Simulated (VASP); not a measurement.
Set up this calculation in VASP 6.6.1, as the native input.

| Quantity | Value |
| --- | --- |
| Task | single point |
| Functional | PBE |
| Potentials or basis | VASP PAW PBE potentials, release 64 (B, N) |
| Cutoff | 520 eV |
| k mesh | 12 × 12 × 6 |
| Occupations | fermi-dirac, width 0.02 eV |
| Spin | no spin polarisation |
| Dipole correction | no |
| Further INCAR settings | ALGO = Normal; EDIFF = 1e-06; NBANDS = 16 |

The structure of BN lies in POSCAR:

```
BN
1.0
    2.5439499996      0.0000000000      0.0000000000
   -1.2719749998      2.2031253256      0.0000000000
    0.0000000000      0.0000000000      4.2078153415
B N
2 2
Direct
    0.3333333333      0.6666666667      0.0002034650
    0.6666666667      0.3333333333      0.5002034650
    0.3333333333      0.6666666667      0.3747965350
    0.6666666667      0.3333333333      0.8747965350
```

One way to write it, as run:

INCAR

```
ALGO = Normal
EDIFF = 1E-6
ENCUT = 520
GGA = PE
ISIF = 2
ISMEAR = -1
LASPH = T
LCHARG = T
LELF = T
LREAL = F
LVHAR = T
LWAVE = F
NBANDS = 16
NELM = 80
PREC = Accurate
SIGMA = 0.02
```

KPOINTS

```
k-points
0
Gamma
  12 12 6
```

Potentials or basis: VASP PAW PBE potentials, release 64 (B, N).

Command:

```sh
$ cat potpaw_PBE.64/B/POTCAR potpaw_PBE.64/N/POTCAR > POTCAR
$ mpirun -np 1 vasp_std > vasp.out
```

It gave:

```json
{"Pressure": "4.9 GPa", "Largest force": "0.009 eV/Å", "Band gap on the k mesh": "5.19 eV, indirect (least direct gap 8.30 eV)"}
```

Run time: 41 s on 1 thread of AMD EPYC 7R13 (shared host), peak memory 0.12 GiB.
